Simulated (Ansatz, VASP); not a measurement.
One calculation of Sn, two programs

```
Sn
1.0
    -2.02919    2.02919    1.62754
     2.02919   -2.02919    1.62754
     2.02919    2.02919   -1.62754
Sn
1
Direct
  0.00000 0.00000 0.00000
```

Alike in both runs: functional PBEsol; k mesh 9 × 9 × 9; occupations fermi-dirac, width 0.05 eV; no spin polarisation.

|  | VASP | Ansatz |
| --- | --- | --- |
| version | VASP 6.6.1 | Ansatz 0.2.0 |
| potentials or method | VASP PAW PBE potentials, release 64 (Sn_d) | Ansatz PAW |
| plane-wave cutoff (eV) | 520 | 420 |
| valence electrons in the cell | 14 | 14 |
| task | single point | band structure |

Ansatz gave:

| Quantity | Value |
| --- | --- |
| gap on the k mesh at the Fermi level (eV) | none |
| pressure (GPa) | -0.5 |
| traceless stress, the component that is largest in VASP (GPa) | 2.56 |

**Question.** Estimate VASP's values.

**Answer.** gap on the k mesh at the Fermi level (eV): none; pressure (GPa): -0.6; traceless stress, the component that is largest in VASP (GPa): 2.55.

VASP's potentials were made for PBE, not for PBEsol. A gap of «none» marks a metal or a gap that the smearing closes. With one functional, cell and mesh, what is left measures potentials, basis and numerics.
